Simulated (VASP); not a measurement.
Wanted: the native input for a VASP 6.6.1 run.

```yaml
Task: single point
Functional: PBEsol
Dispersion: D3(BJ)
Potentials_or_basis: VASP PAW PBE potentials, release 64 (Hf_pv, N)
Cutoff: 520 eV
k_mesh: 10 × 10 × 10
Occupations: gaussian, width 0.05 eV
Spin: no spin polarisation
Dipole_correction: no
Further_INCAR_settings: ALGO = Normal; EDIFF = 1e-06; NBANDS = 14
```

The structure of HfN lies in POSCAR:

```
HfN
1.0
    0.0000000000      2.2590026142      2.2590026142
    2.2590026142      0.0000000000      2.2590026142
    2.2590026142      2.2590026142      0.0000000000
Hf N
1 1
Direct
    0.5000000000      0.5000000000      0.5000000000
    0.0000000000      0.0000000000      0.0000000000
```

One way to write it, as run:

INCAR

```
  PREC = Accurate
  ENCUT = 520
  EDIFF = 1E-6
  ISMEAR = 0
  SIGMA = 0.05
  LREAL = F
  LASPH = T
  NELM = 80
  ALGO = Normal
  ISIF = 2
  LWAVE = F
  LCHARG = T
  GGA = PS
  IVDW = 12
  LELF = T
  LVHAR = T
  NBANDS = 14
```

KPOINTS

```
regular mesh
0
Gamma
  10 10 10
```

Potentials or basis: VASP PAW PBE potentials, release 64 (Hf_pv, N).

Run with:

```sh
$ cat potpaw_PBE.64/Hf_pv/POTCAR potpaw_PBE.64/N/POTCAR > POTCAR
$ mpirun -np 1 vasp_std > vasp.out
```

It gave:

```yaml
Pressure: -10.6 GPa
Dispersion_energy_per_atom: -0.388 eV
```

Caveat: the PAW data sets were made with another functional, which shifts forces and pressure a little; pairwise dispersion overbinds metals, which lowers pressure and volume.

Wall time 25 s on 1 thread of Intel Xeon 8259CL, with other jobs on the host, peak memory 0.16 GiB.
